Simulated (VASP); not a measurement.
C: single point with PBE

C:

```
CELL_PARAMETERS angstrom
3.49478 0.00000 0.00000
0.00000 3.49478 0.00000
0.00000 0.00000 1.60439
ATOMIC_POSITIONS crystal
C 0.50000 0.00000 0.00000
C 0.00000 0.50000 0.00000
C 0.00000 0.00000 0.00000
```

| Item | Value |
| --- | --- |
| Program | VASP 6.6.1 |
| Task | single point |
| Functional | PBE |
| Potentials or basis | VASP PAW PBE potentials, release 64 (C) |
| Cutoff | 520 eV |
| k mesh | 6 × 6 × 10 |
| Occupations | gaussian, width 0.1 eV |
| Spin | collinear spin, ferromagnetic start |
| Starting moments | [1.0, 1.0, 1.0] μB |
| Dipole correction | no |
| Further INCAR settings | ALGO = Normal; EDIFF = 1e-06; NBANDS = 17 |

```
Pressure                                              : -1.7 GPa
Band gap on the k mesh                                : zero (filled and empty bands overlap)
Net moment                                            : 0.00 μB per cell
Valence electrons inside the program's atomic spheres : C 2.30, 2.41
```

Stress tensor (GPa, compression positive):
```
 15.76   0.00   0.00
  0.00  15.76   0.00
  0.00   0.00 -36.50
```

Levels at points of the mesh, in eV from the Fermi level:
Spin up:
| k point | band 3 | band 4 | band 5 | band 6 | band 7 | band 8 | band 9 | band 10 |
| --- | --- | --- | --- | --- | --- | --- | --- | --- |
| (0.00, 0.00, 0.00) | -11.03 | -11.03 | -7.89 | -1.75 | -1.75 | 8.78 | 10.62 | 11.02 |
| (0.50, 0.00, 0.00) | -10.38 | -10.18 | -3.98 | -3.64 | 1.31 | 1.45 | 10.98 | 13.52 |
| (0.50, 0.50, 0.00) | -16.58 | -8.18 | -1.21 | 0.87 | 1.40 | 1.40 | 3.79 | 16.22 |
| (0.00, 0.00, 0.50) | -6.61 | -3.80 | -2.62 | -2.62 | 1.03 | 5.79 | 5.79 | 6.70 |
| (0.50, 0.00, 0.50) | -7.27 | -4.91 | -4.74 | -2.19 | 2.60 | 4.50 | 5.34 | 10.23 |
| (0.50, 0.50, 0.50) | -7.73 | -6.43 | -4.38 | -4.38 | 1.52 | 5.74 | 7.59 | 10.51 |
Spin down:
```tsv
k point	band 3	band 4	band 5	band 6	band 7	band 8	band 9	band 10
(0.00, 0.00, 0.00)	-11.03	-11.03	-7.89	-1.75	-1.75	8.78	10.62	11.02
(0.50, 0.00, 0.00)	-10.38	-10.18	-3.98	-3.64	1.31	1.45	10.98	13.52
(0.50, 0.50, 0.00)	-16.58	-8.18	-1.21	0.87	1.40	1.40	3.79	16.22
(0.00, 0.00, 0.50)	-6.61	-3.80	-2.62	-2.62	1.03	5.79	5.79	6.70
(0.50, 0.00, 0.50)	-7.27	-4.91	-4.74	-2.19	2.60	4.50	5.34	10.23
(0.50, 0.50, 0.50)	-7.73	-6.43	-4.38	-4.38	1.52	5.74	7.59	10.51
```

It took 20 s on 1 thread of Intel(R) Xeon(R) Platinum 8488C (Sapphire Rapids) (shared host), peak memory 0.14 GiB.

Caveat: the k points lie up to 0.39 Å⁻¹ apart.
